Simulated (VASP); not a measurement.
Set up this calculation in VASP 6.6.1, as the native input.

- Task: single point
- Functional: BLYP
- Potentials or basis: VASP PAW PBE potentials, release 64 (Au)
- Cutoff: 520 eV
- k mesh: 11 × 11 × 11
- Occupations: fermi-dirac, width 0.05 eV
- Spin: no spin polarisation
- Dipole correction: no
- Further INCAR settings: ALGO = Normal; EDIFF = 1e-06; NBANDS = 12

The structure of Au lies in POSCAR:

```
Au
1.0
   -1.6977243813      1.6977243813      1.6977243813
    1.6977243813     -1.6977243813      1.6977243813
    1.6977243813      1.6977243813     -1.6977243813
Au
1
Direct
    0.0000000000      0.0000000000      0.0000000000
```

The input as run:

INCAR

```
PREC = Accurate ; ENCUT = 520
EDIFF = 1E-6 ; ISMEAR = -1
SIGMA = 0.05 ; LREAL = F
LASPH = T ; NELM = 80
ALGO = Normal ; ISIF = 2
LWAVE = F ; LCHARG = F
GGA = B5 ; ALDAX = 1.0
AGGAX = 1.0 ; AGGAC = 1.0
ALDAC = 0.0 ; NBANDS = 12
```

KPOINTS

```
Automatic mesh
0
Gamma
  11 11 11
```

Potentials or basis: VASP PAW PBE potentials, release 64 (Au).

Launch:

```console
$ cat potpaw_PBE.64/Au/POTCAR > POTCAR
$ mpirun -np 1 vasp_std > vasp.out
```

Results of the run:

The pressure is 0.4 GPa.

Caveat: the PAW data sets were made with another functional, which shifts forces and pressure a little.

It took 26 s on 1 thread of Intel Xeon 8259CL, with other jobs on the host, peak memory 0.14 GiB.
